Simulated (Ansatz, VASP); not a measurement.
# Two plane-wave programs on AlGa3N4

The input INCAR:

```
SYSTEM = AlGa3N4
PREC     = Accurate       ! precision mode
ENCUT    = 520            ! plane-wave cutoff, eV
EDIFF    = 1E-6           ! SCF threshold, eV
ISMEAR   = 0              ! smearing method
SIGMA    = 0.05           ! smearing width, eV
LREAL    = .False.        ! projectors in reciprocal space
LASPH    = .True.         ! aspherical terms in the spheres
NELM     = 80             ! most SCF steps
ALGO     = Normal         ! electronic algorithm
ISIF     = 2              ! what is computed and relaxed
LWAVE    = .False.        ! write WAVECAR
LCHARG   = .False.        ! write CHGCAR
GGA      = PS             ! functional
NBANDS   = 41             ! bands
```

Contents of KPOINTS:

```
regular mesh
0
Gamma
  6 8 6
  0 0 0
```

POSCAR

```
AlGa3N4
1.0
    4.9880806634      0.0000000000      0.0001196802
    0.0000000000      3.0700352566      0.0000000000
   -0.0034781191      0.0000000000      5.3963167256
Al Ga N
1 3 4
Direct
    0.0006034227      0.5000000000      0.6673576245
    0.4991167030      0.5000000000      0.3349195796
    0.4990273845      0.0000000000      0.8315570005
    0.9998617813      0.0000000000      0.1661805284
    0.1196687538      0.5000000000      0.3400974154
    0.1176459792      0.0000000000      0.8263760592
    0.6204436392      0.0000000000      0.1662162869
    0.6312323464      0.5000000000      0.6672965055
```

Input for Ansatz:

```yaml
crystal:
  lattice:
    - [4.9880806634, 0.0, 0.0001196802]
    - [0.0, 3.0700352566, 0.0]
    - [-0.0034781191, 0.0, 5.3963167256]
  atoms:
    - { symbol: Al, position: [0.0006034227, 0.5, 0.6673576245] }
    - { symbol: Ga, position: [0.499116703, 0.5, 0.3349195796] }
    - { symbol: Ga, position: [0.4990273845, 0.0, 0.8315570005] }
    - { symbol: Ga, position: [0.9998617813, 0.0, 0.1661805284] }
    - { symbol: "N", position: [0.1196687538, 0.5, 0.3400974154] }
    - { symbol: "N", position: [0.1176459792, 0.0, 0.8263760592] }
    - { symbol: "N", position: [0.6204436392, 0.0, 0.1662162869] }
    - { symbol: "N", position: [0.6312323464, 0.5, 0.6672965055] }
basis:
  ecutwfc: 420
kpoints:
  mp_grid: { grid: [6, 8, 6] }
hamiltonian:
  xc: pbesol
scf:
  occupations: { method: gaussian, width: 0.05 }
output:
  forces: true
  stress: true
  eigenvalues: true
  write_density: true
  write_potential: true
  elf: true
  volumetric_format: npy
```

Change from the starting cell: strain -0.030 along x and y, -0.015 along z, atoms carried along.

Alike in both runs: task single point; functional PBEsol; k mesh 6 × 8 × 6; occupations gaussian, width 0.05 eV; no spin polarisation.

|  | VASP | Ansatz |
| --- | --- | --- |
| version | VASP 6.6.1 | Ansatz 0.2.0 |
| potentials or method | VASP PAW PBE potentials, release 64 (Al, Ga_d, N), cutoff 520 eV | scalar-relativistic, plane waves, PAW |
| valence electrons in the cell | 62 | 62 |

|  | VASP | Ansatz | Ansatz less VASP |
| --- | --- | --- | --- |
| gap on the k mesh at the Fermi level (eV) | 2.89 | 2.86 | -0.022 |
| least direct gap on the mesh (eV) | 2.89 | 2.86 | -0.022 |
| pressure (GPa) | 17.0 | 17.2 | +0.20 |
| traceless stress, the component that is largest in VASP (GPa) | -4.13 | -4.10 | +0.030 |
| rms of the force components (eV/Å) | 0.128 | 0.129 | +0.0017 |

VASP's potentials were made for PBE, not for PBEsol. Atom by atom the forces differ by 0.008 eV/Å (rms over components).
